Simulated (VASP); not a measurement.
Runs of VASP 6.6.1 on Os. The structure is that of space group P6/mmm (No. 191), or close to it. The cells are those of the table. This isn't the form of Os at room conditions, which is hcp.

```csv
task,cell,k mesh,cutoff (eV),gap on the mesh (eV),pressure (GPa)
single point,"a = 2.650, b = 2.650, c = 2.546 Å, angles 90.0, 90.0, 120.0°, 1 atom",24 × 24 × 22,520,none,0.7
single point,"a = 2.692, b = 2.692, c = 2.464 Å, angles 90.0, 90.0, 120.0°, 1 atom",9 × 9 × 8,520,none,0.8
relaxation of cell and atoms,"relaxed from a = 2.608, b = 2.608, c = 2.437 Å, angles 90.0, 90.0, 120.0°, 1 atom",9 × 9 × 8,600,none,0.2
single point,"a = 2.608, b = 2.608, c = 2.437 Å, angles 90.0, 90.0, 120.0°, 1 atom",9 × 9 × 8,520,none,(a)
```

Alike in all rows: level r2SCAN; potentials or basis VASP PAW PBE potentials, release 64 (Os); no spin polarisation; smearing gaussian 0.1 eV.

Problem. Estimate the missing entries.

Solution. (a) 30.2.

Caveats: the PAW data sets were made with another functional, which shifts forces and pressure a little; spin-orbit coupling is left out, which moves the levels of the heavy elements; the cell stands under pressure (at least some runs).

A k mesh can miss the band edges, and the runs leave out spin-orbit coupling on Os.

A gap of «none» marks levels without a gap at the run's occupations.
